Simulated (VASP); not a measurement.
Write the native input for VASP 6.6.1 that does the following.

```
Task                   : single point
Functional             : LDA
Potentials or basis    : VASP PAW LDA potentials, release 64 (B, N)
Cutoff                 : 600 eV
k mesh                 : 14 × 14 × 14
Occupations            : gaussian, width 0.01 eV
Spin                   : no spin polarisation
Dipole correction      : no
Further INCAR settings : ALGO = Normal; EDIFF = 1e-06; NBANDS = 11
```

The structure of BN lies in POSCAR:

```
BN
1.0
    2.4350008532      0.0024130452     -0.2341819469
   -1.2083345289      2.1140382042      0.2341928691
   -1.0295321867     -0.8170129847      2.0631600572
B N
1 1
Direct
    1.0740745000      1.0329420000      0.1184025000
    0.5740745000      0.2829420000      0.8684025000
```

The input as run:

INCAR

```
PREC     = Accurate       # precision mode
ENCUT    = 600            # plane-wave cutoff, eV
EDIFF    = 1E-6           # SCF threshold, eV
ISMEAR   = 0              # smearing method
SIGMA    = 0.01           # smearing width, eV
LREAL    = False          # projectors in reciprocal space
LASPH    = True           # aspherical terms in the spheres
NELM     = 120            # most SCF steps
ALGO     = Normal         # electronic algorithm
ISIF     = 2              # what is computed and relaxed
LWAVE    = False          # write WAVECAR
LCHARG   = True           # write CHGCAR
LELF     = True           # ELF
LVHAR    = True         
NBANDS   = 11             # bands
GGA_COMPAT= False
```

KPOINTS

```
regular mesh
0
Gamma
  14 14 14
```

Potentials or basis: VASP PAW LDA potentials, release 64 (B, N).

Run with:

```console
$ cat potpaw_LDA.64/B/POTCAR potpaw_LDA.64/N/POTCAR > POTCAR
$ mpirun -np 1 vasp_std > vasp.out
```

It gave:

```json
{
 "Pressure": "51.2 GPa",
 "Band gap on the k mesh": "4.49 eV (least direct gap 9.31 eV)"
}
```

Caveat: the cell stands under pressure.

Run time: 6.9 s on 1 thread of AMD EPYC 9R45 96-Core Processor (Zen 5), on a shared host, peak memory 0.09 GiB.
